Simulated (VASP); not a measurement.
**Ti: single point with LDA**

Crystal: Ti.

```xyz
1
Lattice="-1.6626 1.6626 1.6626 1.6626 -1.6626 1.6626 1.6626 1.6626 -1.6626" Properties=species:S:1:pos:R:3 pbc="T T T"
Ti    0.0000    0.0000    0.0000
```

This cell differs from its parent crystal: volume scaled by 1.04.

```json
{
 "Program": "VASP 6.6.1",
 "Task": "single point",
 "Functional": "LDA",
 "Potentials or basis": "VASP PAW LDA potentials, release 64 (Ti_sv)",
 "Cutoff": "520 eV",
 "k mesh": "11 × 11 × 11",
 "Occupations": "fermi-dirac, width 0.05 eV",
 "Spin": "no spin polarisation"
}
```

The pressure is -13.9 GPa and the band gap on the k mesh is zero (band 6 reaches 8.19 eV, above the bottom of band 7 at 6.71 eV).

Levels at points of the mesh, in eV from the Fermi level:
```csv
k point,band 3,band 4,band 5,band 6,band 7,band 8,band 9,band 10
"(0.00, 0.00, 0.00)",-32.22,-32.22,-5.74,0.91,0.91,0.91,2.56,2.56
```

Wall time 11 s on 1 thread of AMD EPYC 7R43 64-Core Processor (Zen 3) (shared host), peak memory 0.1 GiB.
